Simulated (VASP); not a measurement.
# InSbO (P-6m2) in VASP: notebook

InSbO is run at these levels: PBE; tasks: single point.

Everything below comes from runs of VASP 6.6.1. Logs are shortened: lines on timing, memory, paths and dates and some standing lists are left out, and cuts for length are marked.

**1. The cell of the first run**

It takes space group P-6m2 (No. 187, hexagonal). The conventional cell has a = 4.335 Å, b = 4.335 Å, c = 4.369 Å, α = 90.00°, β = 90.00°, γ = 120.00°. In (site symmetry -6m2) has 6 Sb at 3.32 Å and 6 O at 3.32 Å and 8 In at 4.34 to 4.37 Å within 4.4 Å. Sb (site symmetry -6m2) has 3 O at 2.50 Å and 6 In at 3.32 Å within 3.4 Å. Within 3.4 Å of O (site symmetry -6m2) lie 3 Sb at 2.50 Å and 6 In at 3.32 Å.

The cell was generated, and may not be a known phase.

**2. Single point, PBE**

File INCAR:

```
SYSTEM = InSbO
PREC = Accurate
ENCUT = 520
EDIFF = 1E-7
ISMEAR = 0
SIGMA = 0.1
LREAL = .False.
LASPH = .True.
NELM = 100
ALGO = Fast
ISIF = 2
LWAVE = .False.
LCHARG = .True.
GGA = PE
LELF = .True.
LVHAR = .True.
NBANDS = 19
```

File KPOINTS:

```
regular mesh
0
Gamma
  6 6 4
  0 0 0
```

File POSCAR:

```
InSbO
1.0
    4.3353920400      0.0000000000      0.0000000000
   -2.1676960200      3.7545596400      0.0000000000
    0.0000000000      0.0000000000      4.3691201800
In Sb O
1 1 1
Direct
    0.0000000000      0.0000000000      0.0000000000
    0.3333333300      0.6666666700      0.5000000000
    0.6666666700      0.3333333300      0.5000000000
```

Potentials or basis: VASP PAW PBE potentials, release 64 (In_d, Sb, O).

Command:

```sh
cat potpaw_PBE.64/In_d/POTCAR potpaw_PBE.64/Sb/POTCAR potpaw_PBE.64/O/POTCAR > POTCAR
mpirun -np 1 vasp_std > vasp.out
```

OUTCAR:

```text
SYSTEM = InSbO
   PREC = Accurate
   ENCUT = 520
   EDIFF = 1E-7
   ISMEAR = 0
   LREAL = .False.
   LASPH = .True.
   NELM = 100
   ISIF = 2
   GGA = PE

 ion  position               nearest neighbor table
   1  0.000  0.000  0.000-   2 3.32   2 3.32   2 3.32   2 3.32   2 3.32   2 3.32
   2  0.333  0.667  0.500-   3 2.50   3 2.50   3 2.50   1 3.32   1 3.32   1 3.32   1 3.32   1 3.32
                             1 3.32
   3  0.667  0.333  0.500-   2 2.50   2 2.50   2 2.50

  LATTYP: Found a hexagonal cell.
 ALAT       =     4.3353920400
 C/A-ratio  =     1.0077797209

  Lattice vectors:

 A1 = (   4.3353920400,   0.0000000000,   0.0000000000)
 A2 = (  -2.1676960200,   3.7545596400,   0.0000000000)
 A3 = (   0.0000000000,   0.0000000000,   4.3691201800)

Analysis of symmetry for initial positions (statically):
=====================================================================
 Subroutine PRICEL returns:
 Original cell was already a primitive cell.

 Routine SETGRP: Setting up the symmetry group for a
 hexagonal supercell.

 Subroutine GETGRP returns: Found 12 space group operations
 (whereof 12 operations were pure point group operations)
 out of a pool of 24 trial point group operations.

The static configuration has the point symmetry D_3h.

Analysis of symmetry for dynamics (positions and initial velocities):
=====================================================================
 Subroutine PRICEL returns:
 Original cell was already a primitive cell.

 Routine SETGRP: Setting up the symmetry group for a
 hexagonal supercell.

 Subroutine GETGRP returns: Found 12 space group operations
 (whereof 12 operations were pure point group operations)
 out of a pool of 24 trial point group operations.

The dynamic configuration has the point symmetry D_3h.

 Subroutine INISYM returns: Found 12 space group operations
 (whereof 12 operations are pure point group operations),
 and found     1 'primitive' translations

----------------------------------------------------------------------------------------

                                     Primitive cell

  volume of cell :      71.1183

  direct lattice vectors                    reciprocal lattice vectors
     4.335392040  0.000000000  0.000000000     0.230659648  0.133171410  0.000000000
    -2.167696020  3.754559640  0.000000000     0.000000000  0.266342819  0.000000000
     0.000000000  0.000000000  4.369120180     0.000000000  0.000000000  0.228879033

  length of vectors
     4.335392040  4.335392038  4.369120180     0.266342819  0.266342819  0.228879033

  position of ions in fractional coordinates (direct lattice)
     0.000000000  0.000000000  0.000000000
     0.333333330  0.666666670  0.500000000
     0.666666670  0.333333330  0.500000000

  ion indices of the primitive-cell ions
   primitive index   ion index
                 1           1
                 2           2
                 3           3

----------------------------------------------------------------------------------------

 KPOINTS: regular mesh

Automatic generation of k-mesh.
 Grid dimensions read from file:
 generate k-points for:    6    6    4

 Generating k-lattice:

  Cartesian coordinates                     Fractional coordinates (reciprocal lattice)
     0.038443275  0.022195235  0.000000000     0.166666667  0.000000000  0.000000000
     0.000000000  0.044390470  0.000000000     0.000000000  0.166666667  0.000000000
     0.000000000  0.000000000  0.057219758     0.000000000  0.000000000  0.250000000

  Length of vectors
     0.044390470  0.044390470  0.057219758

  Shift w.r.t. Gamma in fractional coordinates (k-lattice)
     0.000000000  0.000000000  0.000000000

 Subroutine IBZKPT returns following result:
 ===========================================

 Found     21 irreducible k-points:

 Following reciprocal coordinates:
            Coordinates               Weight
  0.000000  0.000000  0.000000      1.000000
  0.166667  0.000000  0.000000      6.000000
  0.333333 -0.000000  0.000000      6.000000
  0.500000  0.000000  0.000000      3.000000
  0.166667  0.166667  0.000000      6.000000
  0.333333  0.166667  0.000000     12.000000
[... 13 lines left out ...]
  0.333333  0.166667  0.500000     12.000000
  0.333333  0.333333  0.500000      2.000000
   k-points           NKPTS =     21   k-points in BZ     NKDIM =     21   number of bands    NBANDS=     19
   number of dos      NEDOS =    301   number of ions     NIONS =      3
   total plane-waves  NPLWV =  32768
   dimension x,y,z NGX =    32 NGY =   32 NGZ =   32
   dimension x,y,z NGXF=    64 NGYF=   64 NGZF=   64
   ions per type =               1   1   1
   NGX,Y,Z   is equivalent  to a cutoff of  12.27, 12.27, 12.18 a.u.
   NGXF,Y,Z  is equivalent  to a cutoff of  24.54, 24.54, 24.35 a.u.
 SYSTEM =  InSbO
   PREC   = accura    normal or accurate (medium, high low for compatibility)
   ISTART =      0    job   : 0-new  1-cont  2-samecut
   ICHARG =      2    charge: 1-file 2-atom 10-const
   ISPIN  =      1    spin polarized calculation?
   LNONCOLLINEAR =      F non collinear calculations
   LSORBIT =      F    spin-orbit coupling
   LASPH  =      T    aspherical Exc in radial PAW
   ENCUT  =  520.0 eV  38.22 Ry    6.18 a.u.   8.06  8.06  8.12*2*pi/ulx,y,z
   NELM   =    100;   NELMIN=  2; NELMDL= -5     # of ELM steps
   EDIFF  = 0.1E-06   stopping-criterion for ELM
   LREAL  =      F    real-space projection
   EDIFFG = 0.1E-05   stopping-criterion for IOM
   NSW    =      0    number of steps for IOM
   IBRION =     -1    ionic relax: 0-MD 1-quasi-New 2-CG
   NFREE  =      0    steps in history (QN), initial steepest desc. (CG)
   ISIF   =      2    stress and relaxation
   ISYM   =      2    0-nonsym 1-usesym 2-fastsym
   POTIM  = 0.5000    time-step for ionic-motion
   TEBEG  =    0.0;   TEEND  =   0.0 temperature during run
   PSTRESS=    0.0 pullay stress
   NELECT =      24.0000    total number of electrons
   NUPDOWN=      -1.0000    fix difference up-down
   EMIN   =  10.00;   EMAX   =-10.00  energy-range for DOS
   EFERMI =   0.00;   METHOD = LEGACY
   ISMEAR =     0;   SIGMA  =   0.10  broadening in eV -4-tet -1-fermi 0-gaus
   EFERMI_NEDOS =   21; number of points for ismear=-14 and -15
   IALGO  =     68    algorithm
   IMIX   =      4    mixing-type and parameters
     AMIX     =   0.40;   BMIX     =  1.00
     AMIX_MAG =   1.60;   BMIX_MAG =  1.00
  volume/ion in A,a.u.               =      23.71       159.98
  Fermi-wavevector in a.u.,A,eV,Ry     =   1.139772  2.153857 17.675070  1.299081
  Thomas-Fermi vector in A             =   2.276475
   LORBIT       =      0    0 simple, 1 ext, 2 COOP (PROOUT), +10 PAW based schemes
   GGA     = PE    functional components
   LHFCALC =     F    Hartree Fock is set to
   AEXX    =    0.0000 exact exchange contribution
   IVDW    =     0    specifies the selected vdW correction
   LEPSILON=     F    determine dielectric tensor
   LRPA    =     F    only Hartree local field effects (RPA)
 non-spin polarized calculation
 RMM-DIIS sequential band-by-band and
 Gauss-broadening in eV      SIGMA  =   0.10
  energy-cutoff  :      520.00
  volume of cell :       71.12
 maximum number of plane-waves:      1934
   NGX = 17   NGY = 17   NGZ = 17

 number of electron      23.9999998 magnetization

 Free energy of the ion-electron system (eV)
  ---------------------------------------------------
  ext. energy  EPLUGINS =         0.00000000
  ---------------------------------------------------
  free energy    TOTEN  =       -12.00579825 eV

  energy without entropy =      -11.99523245  energy(sigma->0) =      -12.00051535

 E-fermi :   5.6728     XC(G=0):  -9.5655

 val. band max:        5.6563017744   @ k =   0.5000   0.0000   0.5000
 cond. band min:       5.7011149934   @ k =   0.3333  -0.0000   0.0000
 fundamental gap:      0.0448132189
 Fermi energy:         5.6728091887

 k-point     1 :       0.0000    0.0000    0.0000
  band No.  band energies     occupation
      1     -11.7348      2.00000
      2      -8.9504      2.00000
      3      -8.9504      2.00000
      4      -8.9475      2.00000
      5      -8.9258      2.00000
      6      -8.9258      2.00000
[... 11 lines left out ...]
     18      12.6146      0.00000
     19      15.6998      0.00000

 k-point     2 :       0.1667    0.0000    0.0000
  band No.  band energies     occupation
      1     -11.6850      2.00000
      2      -8.9539      2.00000
      3      -8.9432      2.00000
      4      -8.9423      2.00000
      5      -8.9311      2.00000
      6      -8.9266      2.00000
[... 11 lines left out ...]
     18      11.5291      0.00000
     19      14.3208      0.00000

 k-point     3 :       0.3333   -0.0000    0.0000
  band No.  band energies     occupation
      1     -11.5815      2.00000
      2      -8.9597      2.00000
      3      -8.9416      2.00000
      4      -8.9350      2.00000
      5      -8.9283      2.00000
      6      -8.9260      2.00000
[... 11 lines left out ...]
     18      11.8362      0.00000
     19      14.7849      0.00000

 k-point     4 :       0.5000    0.0000    0.0000
  band No.  band energies     occupation
      1     -11.5277      2.00000
      2      -8.9618      2.00000
      3      -8.9467      2.00000
      4      -8.9313      2.00000
      5      -8.9292      2.00000
      6      -8.9178      2.00000
[... 11 lines left out ...]
     18      11.8042      0.00000
     19      14.6650      0.00000

 k-point     5 :       0.1667    0.1667    0.0000
  band No.  band energies     occupation
      1     -11.6080      2.00000
      2      -8.9540      2.00000
      3      -8.9429      2.00000
      4      -8.9380      2.00000
      5      -8.9289      2.00000
      6      -8.9284      2.00000
[... 11 lines left out ...]
     18      12.4019      0.00000
     19      14.1027      0.00000

 k-point     6 :       0.3333    0.1667    0.0000
  band No.  band energies     occupation
      1     -11.5284      2.00000
      2      -8.9545      2.00000
      3      -8.9441      2.00000
      4      -8.9350      2.00000
      5      -8.9318      2.00000
      6      -8.9207      2.00000
[... 11 lines left out ...]
     18      12.5348      0.00000
     19      14.6970      0.00000

 k-point     7 :       0.3333    0.3333    0.0000
  band No.  band energies     occupation
      1     -11.5019      2.00000
      2      -8.9462      2.00000
      3      -8.9423      2.00000
      4      -8.9365      2.00000
      5      -8.9340      2.00000
      6      -8.9242      2.00000
[... 11 lines left out ...]
     18      13.0830      0.00000
     19      14.8251      0.00000

 k-point     8 :       0.0000    0.0000    0.2500
  band No.  band energies     occupation
      1     -11.7147      2.00000
      2      -8.9484      2.00000
      3      -8.9484      2.00000
      4      -8.9328      2.00000
      5      -8.9319      2.00000
      6      -8.9319      2.00000
[... 190 lines left out ...]
 k-point    17 :       0.3333   -0.0000    0.5000
  band No.  band energies     occupation
      1     -11.5649      2.00000
      2      -8.9537      2.00000
      3      -8.9483      2.00000
      4      -8.9445      2.00000
      5      -8.9239      2.00000
      6      -8.9033      2.00000
[... 11 lines left out ...]
     18      15.5566      0.00000
     19      15.8513      0.00000

 k-point    18 :       0.5000    0.0000    0.5000
  band No.  band energies     occupation
      1     -11.5193      2.00000
      2      -8.9567      2.00000
      3      -8.9537      2.00000
      4      -8.9466      2.00000
      5      -8.9164      2.00000
      6      -8.8981      2.00000
[... 11 lines left out ...]
     18      16.3228      0.00000
     19      17.0992      0.00000

 k-point    19 :       0.1667    0.1667    0.5000
  band No.  band energies     occupation
      1     -11.5872      2.00000
      2      -8.9536      2.00000
      3      -8.9486      2.00000
      4      -8.9363      2.00000
      5      -8.9316      2.00000
      6      -8.9056      2.00000
[... 11 lines left out ...]
     18      14.1910      0.00000
     19      15.4246      0.00000

 k-point    20 :       0.3333    0.1667    0.5000
  band No.  band energies     occupation
      1     -11.5192      2.00000
      2      -8.9692      2.00000
      3      -8.9489      2.00000
      4      -8.9329      2.00000
      5      -8.9232      2.00000
      6      -8.8992      2.00000
[... 11 lines left out ...]
     18      15.5212      0.00000
     19      16.2665      0.00000

 k-point    21 :       0.3333    0.3333    0.5000
  band No.  band energies     occupation
      1     -11.4956      2.00000
      2      -8.9818      2.00000
      3      -8.9379      2.00000
      4      -8.9296      2.00000
      5      -8.9269      2.00000
      6      -8.8991      2.00000
[... 11 lines left out ...]
     18      15.8543      0.00000
     19      16.5333      0.00000

------------------------ aborting loop because EDIFF is reached ----------------------------------------

  FORCE on cell =-STRESS in cart. coord.  units (eV):
  Direction    XX          YY          ZZ          XY          YZ          ZX
  --------------------------------------------------------------------------------------
  -------------------------------------------------------------------------------------
  Total       -3.6876172     -3.6876172     -0.6705746      0.0000000      0.0000000      0.0000000
  in kB      -83.0758969    -83.0758969    -15.1069325      0.0000000      0.0000000      0.0000000
  external PRESSURE =     -60.4195754 kB  Pullay stress =       0.0000000 kB

 VOLUME and BASIS-vectors are now :
 -----------------------------------------------------------------------------
  energy-cutoff  :      520.00
  volume of cell :       71.12
      direct lattice vectors                 reciprocal lattice vectors
     4.335392040  0.000000000  0.000000000     0.230659648  0.133171410  0.000000000
    -2.167696020  3.754559640  0.000000000     0.000000000  0.266342819  0.000000000
     0.000000000  0.000000000  4.369120180     0.000000000  0.000000000  0.228879033

 POSITION                                       TOTAL-FORCE (eV/Angst)
 -----------------------------------------------------------------------------------
      0.00000      0.00000      0.00000         0.000000      0.000000      0.000000
     -0.00000      2.50304      2.18456         0.000000      0.000000      0.000000
      2.16770      1.25152      2.18456        -0.000000      0.000000      0.000000
 -----------------------------------------------------------------------------------
    total drift:                               -0.000025      0.000014     -0.000000

  FREE ENERGIE OF THE ION-ELECTRON SYSTEM (eV)
  ---------------------------------------------------
  free  energy   TOTEN  =       -12.0057982530 eV

  energy  without entropy=      -11.9952324477  energy(sigma->0) =      -12.00051535
```

Wall time 22 s (1 thread of Oxide Virtual Turin-like, shared host); peak memory 0.16 GiB.

What came out:

```
Free energy            : -12.0058 eV
Pressure               : -6.0 GPa
Band gap on the k mesh : zero (bands 12 and 13 overlap by 1.94 eV)
```

Levels at points of the mesh, in eV from the Fermi level:
```csv
k point,band 9,band 10,band 11,band 12,band 13,band 14,band 15,band 16
"(0.00, 0.00, 0.00)",-3.55,-3.38,-2.82,0.36,0.36,0.41,4.44,5.91
"(0.50, 0.00, 0.00)",-4.42,-2.33,-1.63,-0.14,1.13,1.55,3.24,3.53
"(0.00, 0.00, 0.50)",-3.51,-3.51,-1.32,1.46,1.46,2.45,2.70,3.83
"(0.50, 0.00, 0.50)",-4.12,-3.77,-3.27,-1.03,-0.02,2.35,2.88,4.75
```

Caveat: the stress differs along the axes, from -8 to -2 GPa; spin-orbit coupling is left out, which moves the levels of the heavy elements.

**3. Single point, PBE**

This run uses another cell than the first one, of 23.57 Å³/atom.

File INCAR:

```
PREC = Accurate
ENCUT = 520
EDIFF = 1E-6
ISMEAR = 0
SIGMA = 0.1
LREAL = F
LASPH = T
NELM = 60
ALGO = Normal
ISIF = 2
LWAVE = F
LCHARG = F
GGA = PE
NBANDS = 19
```

File KPOINTS:

```
Automatic mesh
0
Gamma
  6 6 4
```

File POSCAR:

```
InSbO
1.0
    3.8602671587      0.0000000000      0.0000000000
   -1.9301335794      3.3430894249      0.0000000000
    0.0000000000      0.0000000000      5.4784867503
In Sb O
1 1 1
Direct
    0.0000000000      0.0000000000      0.0000000000
    0.3333333333      0.6666666667      0.5000000000
    0.6666666667      0.3333333333      0.5000000000
```

Potentials or basis: VASP PAW PBE potentials, release 64 (In_d, Sb, O).

Command:

```sh
cat potpaw_PBE.64/In_d/POTCAR potpaw_PBE.64/Sb/POTCAR potpaw_PBE.64/O/POTCAR > POTCAR
mpirun -np 1 vasp_std > vasp.out
```

It took 17 s on 1 thread of Oxide Virtual Turin-like, shared host; peak memory 0.16 GiB.

The run converged. Its results:

```
Free energy            : -12.4808 eV
Pressure               : -0.3 GPa
Band gap on the k mesh : zero (bands 12 and 13 overlap by 2.74 eV)
```

Stress tensor (GPa, compression positive):
```
-0.37  0.00  0.00
 0.00 -0.37  0.00
 0.00  0.00 -0.03
```

Levels at points of the mesh, in eV from the Fermi level:
```csv
k point,band 8,band 9,band 10,band 11,band 12,band 13,band 14,band 15,band 16,band 17
"(0.00, 0.00, 0.00)",-5.45,-5.06,-5.06,-4.79,-0.37,2.05,2.05,6.03,6.40,6.51
"(0.50, 0.00, 0.00)",-5.95,-4.53,-3.81,-2.88,-1.28,-0.38,2.06,2.42,2.89,6.02
"(0.00, 0.00, 0.50)",-7.60,-5.06,-5.06,-3.01,2.04,2.17,2.38,2.38,5.49,5.49
"(0.50, 0.00, 0.50)",-5.92,-4.62,-4.32,-3.28,-1.50,0.06,2.60,3.21,4.41,5.73
```

Caveat: spin-orbit coupling is left out, which moves the levels of the heavy elements.

The gap in the log of VASP goes by the Fermi energy; the results here count the filled bands.